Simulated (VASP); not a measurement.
A run of VASP 6.6.1:

The input POSCAR:

```
Ru
1.0
   -1.4645782637      1.4645782637      1.4645782637
    1.4645782637     -1.4645782637      1.4645782637
    1.4645782637      1.4645782637     -1.4645782637
Ru
1
Direct
    0.0000000000      0.0000000000      0.0000000000
```

INCAR.step1

```
PREC     = Accurate       # precision mode
ENCUT    = 550            # plane-wave cutoff, eV
ISMEAR   = 0              # smearing method
SIGMA    = 0.05           # smearing width, eV
LREAL    = F              # projectors in reciprocal space
LASPH    = T              # aspherical terms in the spheres
NELM     = 120            # most SCF steps
NBANDS   = 13             # bands
GGA      = PE             # functional
ALGO     = Normal         # electronic algorithm
EDIFF    = 1E-5           # SCF threshold, eV
LWAVE    = T              # write WAVECAR
LCHARG   = F              # write CHGCAR
GGA_COMPAT= F
```

File INCAR.step2:

```
PREC     = Accurate       # precision mode
ENCUT    = 550            # plane-wave cutoff, eV
EDIFF    = 1E-6           # SCF threshold, eV
ISMEAR   = 0              # smearing method
SIGMA    = 0.05           # smearing width, eV
LREAL    = F              # projectors in reciprocal space
LASPH    = T              # aspherical terms in the spheres
NELM     = 120            # most SCF steps
ALGO     = Normal         # electronic algorithm
ISIF     = 2              # what is computed and relaxed
LWAVE    = F              # write WAVECAR
LCHARG   = F              # write CHGCAR
METAGGA  = R2SCAN         # meta-GGA
LMIXTAU  = T            
NBANDS   = 13             # bands
ISTART   = 1            
GGA_COMPAT= F
```

The input KPOINTS:

```
regular mesh
0
Gamma
  12 12 12
```

Potentials or basis: VASP PAW PBE potentials, release 64 (Ru_pv).

The run is started by

```console
$ cat potpaw_PBE.64/Ru_pv/POTCAR > POTCAR
$ cp INCAR.step1 INCAR
$ mpirun -np 1 vasp_std > vasp.out
$ cp INCAR.step2 INCAR
$ mpirun -np 1 vasp_std > vasp.out
```

Hardware: 1 thread of Intel(R) Xeon(R) 6975P-C (Granite Rapids) (shared host).

**Question.** Estimate the wall time of this run.

**Answer.** Wall time 18 s on 1 thread of Intel(R) Xeon(R) 6975P-C (Granite Rapids), with other jobs on the host, peak memory 0.14 GiB. Counts: k points 72.
